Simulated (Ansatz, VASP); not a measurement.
## One calculation of CdF2, two programs

Contents of INCAR:

```
SYSTEM = CdF2
PREC = Accurate
ENCUT = 520
EDIFF = 1E-6
ISMEAR = -1
SIGMA = 0.05
LREAL = .False.
LASPH = .True.
NELM = 60
ALGO = Normal
ISIF = 2
LWAVE = .False.
LCHARG = .True.
GGA = CA
LELF = .True.
LVHAR = .True.
NBANDS = 20
```

Contents of KPOINTS:

```
regular mesh
0
Gamma
  9 9 9
  0 0 0
```

Contents of POSCAR:

```
CdF2
1.0
    0.0000000000      2.6390049769      2.6390049769
    2.6390049769      0.0000000000      2.6390049769
    2.6390049769      2.6390049769      0.0000000000
Cd F
1 2
Direct
    0.0000000000      0.0000000000      0.0000000000
    0.7500000000      0.7500000000      0.7500000000
    0.2500000000      0.2500000000      0.2500000000
```

Contents of input.yaml:

```yaml
crystal:
  lattice:
    - [0.0, 2.6390049769, 2.6390049769]
    - [2.6390049769, 0.0, 2.6390049769]
    - [2.6390049769, 2.6390049769, 0.0]
  atoms:
    - { symbol: Cd, position: [0.0, 0.0, 0.0] }
    - { symbol: F, position: [0.75, 0.75, 0.75] }
    - { symbol: F, position: [0.25, 0.25, 0.25] }
kpoints:
  mp_grid: { grid: [9, 9, 9] }
scf:
  occupations: { method: fermi_dirac, width: 0.05 }
hamiltonian:
  xc: lda
  pseudopotentials: { kind: all_electron, lapw: { basis_error: 0.002 } }
output:
  forces: true
  stress: true
  eigenvalues: true
```

Change from the starting cell: volume scaled by 0.94.

Alike in both runs: task single point; functional LDA; k mesh 9 × 9 × 9; occupations fermi-dirac, width 0.05 eV; no spin polarisation.

|  | VASP | Ansatz |
| --- | --- | --- |
| version | VASP 6.6.1 | Ansatz 0.2.0 |
| potentials or method | VASP PAW LDA potentials, release 64 (Cd, F), cutoff 520 eV | all-electron LAPW, scalar-relativistic |

```tsv
	VASP	Ansatz	Ansatz less VASP
gap on the k mesh at the Fermi level (eV)	3.04	3.04	+0.002
least direct gap on the mesh (eV)	3.41	3.40	-0.004
pressure (GPa)	2.7	1.5	-1.23
```

LDA's correlation is that of Perdew and Zunger in VASP and of Perdew and Wang (1992) in Ansatz. Ansatz ran all-electron here, and VASP with PAW potentials.
